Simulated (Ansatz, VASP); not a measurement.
# Two plane-wave programs on BN

The input INCAR:

```
  PREC = Accurate
  ENCUT = 520
  EDIFF = 1E-7
  ISMEAR = 0
  SIGMA = 0.028999999999999998
  LREAL = False
  LASPH = True
  NELM = 100
  ALGO = Normal
  ISIF = 2
  LWAVE = False
  LCHARG = False
  GGA = PE
  NBANDS = 16
```

File KPOINTS:

```
Automatic mesh
0
Gamma
  12 12 4
```

Contents of POSCAR:

```
BN
1.0
    2.4982400000      0.0000000000      0.0000000000
   -1.2491200000      2.1635393048      0.0000000000
    0.0000000000      0.0000000000      6.6357000000
N B
2 2
Direct
    0.6666666667      0.3333333333      0.2500000000
    0.3333333333      0.6666666667      0.7500000000
    0.6666666667      0.3333333333      0.7500000000
    0.3333333333      0.6666666667      0.2500000000
```

input.yaml

```yaml
crystal:
  lattice:
    - [2.49824, 0.0, 0.0]
    - [-1.24912, 2.1635393048, 0.0]
    - [0.0, 0.0, 6.6357]
  atoms:
    - { symbol: "N", position: [0.6666666667, 0.3333333333, 0.25] }
    - { symbol: "N", position: [0.3333333333, 0.6666666667, 0.75] }
    - { symbol: B, position: [0.6666666667, 0.3333333333, 0.75] }
    - { symbol: B, position: [0.3333333333, 0.6666666667, 0.25] }
hamiltonian:
  xc: pbe
  pseudopotentials: { kind: paw }
kpoints:
  mp_grid: { grid: [12, 12, 4] }
scf:
  occupations: { method: gaussian, width: 0.029 }
output:
  forces: true
  stress: true
  eigenvalues: true
```

Alike in both runs: task single point; functional PBE; k mesh 12 × 12 × 4; occupations gaussian, width 0.029 eV; no spin polarisation.

```csv
,VASP,Ansatz
version,VASP 6.6.1,Ansatz 0.2.0
potentials or method,"VASP PAW PBE potentials, release 64 (N, B)",Ansatz PAW
plane-wave cutoff (eV),520,420
valence electrons in the cell,16,16
```

Ansatz gave:

* gap on the k mesh at the Fermi level (eV): 4.29
* least direct gap on the mesh (eV): 4.66
* pressure (GPa): 5.1
* traceless stress, the component that is largest in VASP (GPa): -2.09

Question: Estimate VASP's values.

Answer: gap on the k mesh at the Fermi level (eV): 4.29; least direct gap on the mesh (eV): 4.66; pressure (GPa): 5.1; traceless stress, the component that is largest in VASP (GPa): -2.30.
